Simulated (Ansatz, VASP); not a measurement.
BaTiO3: VASP beside Ansatz

```xyz
5
Lattice="3.9973 0.0000 0.0000 0.0000 2.8465 2.8553 0.0000 -2.8465 2.8553" Properties=species:S:1:pos:R:3 pbc="T T T"
Ba    0.0000    0.0000    0.0000
Ti    1.9987    0.0000    2.9004
O     0.0000    0.0000    2.8101
O     1.9987   -1.3982    4.2721
O     1.9987    1.3982    4.2721
```

Change from the starting cell: volume scaled by 1.01.

Alike in both runs: task single point; functional PBEsol; k mesh 8 × 8 × 8; occupations fermi-dirac, width 0.05 eV; no spin polarisation.

|  | VASP | Ansatz |
| --- | --- | --- |
| version | VASP 6.6.1 | Ansatz 0.2.0 |
| potentials or method | VASP PAW PBE potentials, release 64 (Ba_sv, Ti_sv, O), cutoff 520 eV | all-electron LAPW, scalar-relativistic |

Ansatz gave:

| Item | Value |
| --- | --- |
| pressure (GPa) | -5.9 |
| traceless stress, the component that is largest in VASP (GPa) | -0.65 |
| rms of the force components (eV/Å) | 0.112 |

Task: Estimate VASP's values.

Result: Pressure (GPa): -4.2; traceless stress, the component that is largest in VASP (GPa): -0.67; rms of the force components (eV/Å): 0.106.

VASP's potentials were made for PBE, not for PBEsol. Atom by atom the forces differ by 0.009 eV/Å (rms over components). Ansatz ran all-electron here, and VASP with PAW potentials.

Neither program's run includes spin-orbit coupling.
